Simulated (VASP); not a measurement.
The system is BaTiO3.

```
CELL_PARAMETERS angstrom
2.86318 1.65306 2.35629
-2.86318 1.65306 2.35629
0.00000 -3.30612 2.35629
ATOMIC_POSITIONS crystal
Ba 0.00347 0.00347 0.00347
Ti 0.51771 0.51771 0.51771
O 0.48686 0.97621 0.48686
O 0.48686 0.48686 0.97621
O 0.97621 0.48686 0.48686
```

- Program: VASP 6.6.1
- Task: relaxation of cell and atoms
- Functional: PBEsol
- Potentials or basis: VASP PAW PBE potentials, release 64 (Ba_sv, Ti_sv, O)
- Cutoff: 600 eV
- k mesh: 6 × 6 × 6
- Occupations: fermi-dirac, width 0.02 eV
- Spin: no spin polarisation

At the start: pressure -4.3 GPa; volume 13.38 Å³/atom.

Problem. How do energy, volume and symmetry change on relaxing?

Solution. Over 20 steps the energy falls by 7.7 meV/atom and the volume is 12.84 Å³/atom (-4.0 %); space group R3m (No. 160, to 0.05 Å).

The path:
| step | energy change (eV) | largest force (eV/Å) | pressure (GPa) | volume (Å³) |
| --- | --- | --- | --- | --- |
| 1 | 0.0000 | 0.0405 | -4.34 | 66.91 |
| 2 | -0.0003 | 0.7010 | 4.64 | 63.46 |
| 3 | -0.0247 | 0.3408 | -0.07 | 65.15 |
| 4 | -0.0336 | 0.1777 | 0.01 | 64.68 |
| 5 | -0.0364 | 0.1160 | 0.33 | 64.14 |
| 6 | -0.0364 | 0.1116 | 0.32 | 64.20 |
| 7 | -0.0376 | 0.0731 | -0.38 | 64.41 |
| 8 | -0.0377 | 0.0664 | -0.48 | 64.45 |
| 9 | -0.0385 | 0.0312 | -0.13 | 64.30 |
| 10 | -0.0385 | 0.0224 | -0.05 | 64.26 |
| 11 | -0.0385 | 0.0266 | 0.01 | 64.24 |
| 12 | -0.0385 | 0.0238 | 0.01 | 64.25 |
| 13 | -0.0386 | 0.0160 | -0.01 | 64.23 |
| 14 | -0.0387 | 0.0090 | -0.01 | 64.21 |
| 15 | -0.0387 | 0.0075 | 0.01 | 64.21 |
| 16 | -0.0386 | 0.0118 | 0.01 | 64.22 |
| 17 | -0.0387 | 0.0092 | 0.01 | 64.22 |
| 18 | -0.0387 | 0.0088 | -0.01 | 64.22 |
| 19 | -0.0387 | 0.0082 | -0.01 | 64.21 |
| 20 | -0.0387 | 0.0044 | 0.00 | 64.21 |

Final structure:
```
Ba Ti O
1.0
     2.82815    1.63283    2.31739
    -2.82815    1.63283    2.31739
     0.00000   -3.26567    2.31739
Ba Ti O
1 1 3
Direct
  0.00015 0.00015 0.00015
  0.51227 0.51227 0.51227
  0.48866 0.98136 0.48866
  0.48866 0.48866 0.98136
  0.98136 0.48866 0.48866
```

Caveat: the PAW data sets were made with another functional, which shifts forces and pressure a little.
